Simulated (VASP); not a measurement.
TiSe2:

```xyz
3
Lattice="3.5360 0.0000 0.0000 -1.7680 3.0623 0.0000 0.0000 0.0000 6.0040" Properties=species:S:1:pos:R:3 pbc="T T T"
Ti    0.0000    0.0000    0.0000
Se    0.0000    2.0415    1.5322
Se    1.7680    1.0208    4.4718
```

- Program: VASP 6.6.1
- Task: relaxation of cell and atoms
- Functional: LDA
- Potentials or basis: VASP PAW LDA potentials, release 64 (Ti_sv, Se)
- Cutoff: 500 eV
- k mesh: 15 × 15 × 8
- Occupations: gaussian, width 0.1 eV
- Spin: no spin polarisation

At the start: pressure -4.5 GPa; volume 21.67 Å³/atom.

Problem. How do energy, volume and symmetry change on relaxing?

Solution. Over 13 steps the energy falls by 22.6 meV/atom and the volume is 19.85 Å³/atom (-8.4 %); space group P-3m1 (No. 164, to 0.1 Å) before and after.

Step by step:
| step | energy change (eV) | largest force (eV/Å) | pressure (GPa) | volume (Å³) |
| --- | --- | --- | --- | --- |
| 1 | 0.0000 | 0.2437 | -4.52 | 65.01 |
| 2 | -0.0106 | 0.8443 | 4.39 | 59.43 |
| 3 | -0.0475 | 0.3044 | -0.15 | 61.95 |
| 4 | -0.0563 | 0.2045 | -0.16 | 61.46 |
| 5 | -0.0606 | 0.0689 | -0.15 | 60.83 |
| 6 | -0.0629 | 0.0707 | -0.04 | 60.53 |
| 7 | -0.0670 | 0.0710 | 0.36 | 59.64 |
| 8 | -0.0673 | 0.0677 | 0.55 | 59.28 |
| 9 | -0.0673 | 0.0711 | -0.38 | 59.54 |
| 10 | -0.0678 | 0.0039 | 0.07 | 59.42 |
| 11 | -0.0678 | 0.0024 | 0.08 | 59.41 |
| 12 | -0.0678 | 0.0027 | 0.05 | 59.46 |
| 13 | -0.0679 | 0.0032 | -0.01 | 59.54 |

Final structure:
```cif
data_structure
_symmetry_space_group_name_H-M 'P 1'
_symmetry_Int_Tables_number 1
_cell_length_a 3.4399
_cell_length_b 3.4399
_cell_length_c 5.8101
_cell_angle_alpha 90.000
_cell_angle_beta 90.000
_cell_angle_gamma 120.000
_cell_volume 59.54
loop_
_atom_site_label
_atom_site_type_symbol
_atom_site_fract_x
_atom_site_fract_y
_atom_site_fract_z
_atom_site_occupancy
Ti1 Ti 0.00000 0.00000 0.00000 1
Se1 Se 0.33333 0.66667 0.26526 1
Se2 Se 0.66667 0.33333 0.73474 1
```
